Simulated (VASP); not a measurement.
A run of VASP 6.6.1:

POSCAR

```
NaAl15HO24
1.0
    2.4039417622      1.3879164235      4.3742070937
   -4.8078835245      2.7758328471      8.7484141875
    0.0000000000     -5.5516656942      8.7484141875
Al Na O H
15 1 24 1
Direct
    0.6837530093      0.3329987889      0.3281771437
    0.1472950806      0.0753207787      0.0768550074
    0.3525267968      0.1763872574      0.1742240119
    0.6503942191      0.3202417756      0.8298464507
    0.8461671788      0.4253084435      0.9341911931
    0.1317232233      0.0645485472      0.5879694481
    0.3676152429      0.1660032852      0.6798014518
    0.6445675047      0.8298110512      0.3276822225
    0.8614655604      0.9243969742      0.4298642598
    0.1516351868      0.5695308408      0.0812788155
    0.3497570930      0.6803038975      0.1781966074
    0.6503402108      0.8212005919      0.8286509220
    0.8498451169      0.9229274844      0.9334923278
    0.1498491264      0.5697717914      0.5766975474
    0.3535758498      0.6722558556      0.6839604246
    0.8609231079      0.4398562641      0.4392292776
    0.4419185497      0.0317200228      0.3788073725
    0.9480347201      0.1257920415      0.2807881093
    0.0771338067      0.3724923410      0.2125169494
    0.7530558104      0.2207663544      0.0294132344
    0.3134678611      0.2589364754      0.4615328781
    0.5598701039      0.4717659060      0.1304087795
    0.4468284374      0.0243253605      0.8802790612
    0.9493152976      0.1223454947      0.7788359467
    0.0550537364      0.3707081681      0.7173015037
    0.7562830285      0.2069208124      0.5374172232
    0.2514782355      0.2745315174      0.9724308480
    0.4946524552      0.4754988269      0.6582755558
    0.4115330611      0.5318552364      0.3781822033
    0.9484865964      0.6566530209      0.2524271748
    0.0581352164      0.8803484028      0.2256059207
    0.7505896902      0.7213829446      0.0328361277
    0.2531167967      0.7769870500      0.4764620891
    0.5577956671      0.9754768651      0.1270472173
    0.4478525094      0.5270996847      0.8817189662
    0.9290267324      0.6237915801      0.7859300269
    0.0543920369      0.8677594952      0.7300524006
    0.7496624351      0.7202933777      0.5300003771
    0.2539837489      0.7800706266      0.9693143330
    0.5560234602      0.9619012718      0.6327485950
    0.4094628775      0.2085812312      0.3788983392
```

Contents of INCAR.step1:

```
SYSTEM = NaAl15HO24
ALGO = Normal
EDIFF = 1E-5
ENCUT = 580
GGA = PE
GGA_COMPAT = .False.
ISMEAR = -1
ISPIN = 2
LASPH = .True.
LCHARG = .False.
LREAL = Auto
LWAVE = .True.
MAGMOM = 0 0 0 0 0 0 0 0 0 0 0 0 0 0 0 0 0 0.01 0.01 0 0 0.01 0 0 0.02 0.01 0.02 0.23 0.09 0.29 0 0.02 0.01 0.02 0.02 0.1 0.01 0.01 0.11 0.01 0
NBANDS = 128
NELM = 200
NUPDOWN = 1.0
PREC = Accurate
SIGMA = 0.01
```

Contents of INCAR.step2:

```
SYSTEM = NaAl15HO24
ALGO = Normal
EDIFF = 1E-6
ENCUT = 580
GGA_COMPAT = .False.
ISIF = 2
ISMEAR = -1
ISPIN = 2
ISTART = 1
LASPH = .True.
LCHARG = .False.
LMIXTAU = .True.
LORBIT = 11
LREAL = Auto
LWAVE = .False.
MAGMOM = 0 0 0 0 0 0 0 0 0 0 0 0 0 0 0 0 0 0.01 0.01 0 0 0.01 0 0 0.02 0.01 0.02 0.23 0.09 0.29 0 0.02 0.01 0.02 0.02 0.1 0.01 0.01 0.11 0.01 0
METAGGA = R2SCAN
NBANDS = 128
NELM = 200
NUPDOWN = 1.0
PREC = Accurate
SIGMA = 0.01
```

The input KPOINTS:

```
Automatic mesh
0
Gamma
  1 1 1
  0.25 0.25 0.25
```

Potentials or basis: VASP PAW PBE potentials, release 64 (Al, Na_pv, O, H).

Command:

```bash
$ cat potpaw_PBE.64/Al/POTCAR potpaw_PBE.64/Na_pv/POTCAR potpaw_PBE.64/O/POTCAR potpaw_PBE.64/H/POTCAR > POTCAR
$ cp INCAR.step1 INCAR
$ mpirun -np 1 vasp_std > vasp.out
$ cp INCAR.step2 INCAR
$ mpirun -np 1 vasp_std > vasp.out
```

Hardware: 1 thread of Intel Xeon 8259CL, with other jobs on the host.

Q: Estimate the wall time of this run.

A: Wall time 44 min on 1 thread of Intel Xeon 8259CL, on a shared host, peak memory 1.1 GiB. Counts: k points 1.
